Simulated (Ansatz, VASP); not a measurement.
# One calculation of B5W, two programs

```xyz
6
Lattice="4.1308 0.0000 0.0000 -2.0654 3.5774 0.0000 0.0000 0.0000 2.9814" Properties=species:S:1:pos:R:3 pbc="T T T"
B    -1.0327    1.7887    1.4907
B     0.0000    2.3849    0.0000
B     2.0654    1.1925    0.0000
B     2.0654    0.0000    1.4907
B     1.0327    1.7887    1.4907
W     0.0000    0.0000    0.0000
```

Change from the starting cell: species swapped into the DyNi5 type (P6/mmm, No. 191).

Alike in both runs: task relaxation of cell and atoms; functional PBE; k mesh 12 × 12 × 12; occupations gaussian, width 0.1 eV; no spin polarisation.

|  | VASP | Ansatz |
| --- | --- | --- |
| version | VASP 6.6.1 | Ansatz 0.2.0 |
| potentials or method | VASP PAW PBE potentials, release 64 (B, W_sv), cutoff 600 eV | scalar-relativistic, plane waves, PAW |
| valence electrons in the cell | 29 | 29 |

|  | VASP | Ansatz | Ansatz less VASP |
| --- | --- | --- | --- |
| gap on the k mesh at the Fermi level, each at its own relaxed structure (eV) | none | none | - |
| relaxed volume (Å³/atom) | 7.36 | 7.35 | -0.011 |
| relaxed cell length with the largest relative difference (Å) | 4.153 | 4.150 | -0.0023 |

A gap of «none» marks a metal or a gap that the smearing closes.

Neither program's run includes spin-orbit coupling.
